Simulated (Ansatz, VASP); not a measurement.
**One calculation of Ca2SnF6, two programs**

```
CELL_PARAMETERS angstrom
0.00000 4.13483 4.13483
4.13483 0.00000 4.13483
4.13483 4.13483 0.00000
ATOMIC_POSITIONS crystal
Ca 0.25000 0.25000 0.25000
Ca 0.75000 0.75000 0.75000
Sn 0.00000 0.00000 0.00000
F 0.73268 0.26732 0.26732
F 0.26732 0.73268 0.73268
F 0.26732 0.73268 0.26732
F 0.73268 0.26732 0.73268
F 0.26732 0.26732 0.73268
F 0.73268 0.73268 0.26732
```

Change from the starting cell: ordered vacancies on the cation sites of perovskite (Fm-3m, No. 225).

Alike in both runs: functional PBE; k mesh 6 × 6 × 6; occupations gaussian, width 0.02 eV; no spin polarisation.

Ansatz relaxed the structure, and its values are those at the end. VASP's run is a single point on that final structure, the one shown.

```csv
,VASP,Ansatz
version,VASP 6.6.1,Ansatz 0.2.0
potentials or method,"VASP PAW PBE potentials, release 64 (Ca_sv, Sn_d, F), cutoff 520 eV","scalar-relativistic, plane waves, PAW"
valence electrons in the cell,76,76
```

VASP gave:

```
gap on the k mesh at the Fermi level (eV) : 1.41
least direct gap on the mesh (eV)         : 1.80
pressure (GPa)                            : 0.0
rms of the force components (eV/Å)        : 0.013
```

Problem. Which values does Ansatz return?

Solution. gap on the k mesh at the Fermi level (eV): 1.40; least direct gap on the mesh (eV): 1.79; pressure (GPa): 0.0; rms of the force components (eV/Å): 0.003.
